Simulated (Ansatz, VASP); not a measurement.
**YSe in VASP and in Ansatz**

```
Y Se
1.0
     0.00000    2.85150    2.85150
     2.85150    0.00000    2.85150
     2.85150    2.85150    0.00000
Y Se
1 1
Direct
  0.48500 0.48500 0.51500
  0.01500 0.01500 0.98500
```

Change from the starting cell: shortest bond scaled by 0.94, LAPW.

Alike in both runs: task single point; functional PBEsol; k mesh 7 × 7 × 7; occupations fermi-dirac, width 0.03 eV; no spin polarisation.

|  | VASP | Ansatz |
| --- | --- | --- |
| version | VASP 6.6.1 | Ansatz 0.2.0 |
| potentials or method | VASP PAW PBE potentials, release 64 (Y_sv, Se), cutoff 520 eV | all-electron LAPW, scalar-relativistic |

|  | VASP | Ansatz | Ansatz less VASP |
| --- | --- | --- | --- |
| pressure (GPa) | 0.7 | 0.6 | -0.06 |
| traceless stress, the component that is largest in VASP (GPa) | 2.70 | 2.68 | -0.014 |
| rms of the force components (eV/Å) | 0.710 | 0.708 | -0.0024 |

VASP's potentials were made for PBE, not for PBEsol. Atom by atom the forces differ by 0.002 eV/Å (rms over components). Ansatz ran all-electron here, and VASP with PAW potentials.
